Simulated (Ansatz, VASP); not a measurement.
# InP: VASP beside Ansatz

```
In P
1.0
     3.01385    0.00000    0.00000
    -1.50692    2.61007    0.00000
     0.00000    0.00000    5.37867
In P
1 1
Direct
  0.00000 0.00000 0.00000
  0.00000 0.00000 0.50000
```

Alike in both runs: functional PBE; k mesh 6 × 6 × 5; occupations gaussian, width 0.2 eV; no spin polarisation.

Ansatz relaxed the structure, and its values are those at the end. VASP's run is a single point on that final structure, the one shown.

```csv
,VASP,Ansatz
version,VASP 6.6.1,Ansatz 0.2.0
potentials or method,"VASP PAW PBE potentials, release 64 (In_d, P), cutoff 500 eV","scalar-relativistic, plane waves, PAW"
valence electrons in the cell,18,18
```

Ansatz gave:

| Property | Result |
| --- | --- |
| gap on the k mesh at the Fermi level (eV) | none |
| pressure (GPa) | -0.3 |

Question: Which values does VASP return?

Answer: gap on the k mesh at the Fermi level (eV): none; pressure (GPa): -0.4.

A gap of «none» marks a metal or a gap that the smearing closes. With one functional, cell and mesh, what is left measures potentials, basis and numerics.

The k mesh is coarse, so the values compare programs but aren't converged.
